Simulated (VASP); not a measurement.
Input of a VASP 6.6.1 run:

The input INCAR:

```
SYSTEM = Al
PREC = Accurate ; ENCUT = 520
EDIFF = 1E-6 ; ISMEAR = 1
SIGMA = 0.3 ; LREAL = .FALSE.
LASPH = .TRUE. ; NELM = 80
ALGO = Normal ; ISIF = 2
LWAVE = .FALSE. ; LCHARG = .TRUE.
LELF = .TRUE. ; LVHAR = .TRUE.
NBANDS = 8
```

Contents of KPOINTS:

```
Automatic mesh
0
G
  14 14 14
  0 0 0
```

Contents of POSCAR:

```
Al
1.0
    0.0000000000      1.9916090303      1.9916090303
    1.9916090303      0.0000000000      1.9916090303
    1.9916090303      1.9916090303      0.0000000000
Al
1
Direct
    0.0000000000      0.0000000000      0.0000000000
```

Potentials or basis: VASP PAW LDA potentials, release 64 (Al).

The run is started by

```bash
$ cat potpaw_LDA.64/Al/POTCAR > POTCAR
$ mpirun -np 1 vasp_std > vasp.out
```

What does it give for the pressure?

-0.1 GPa.
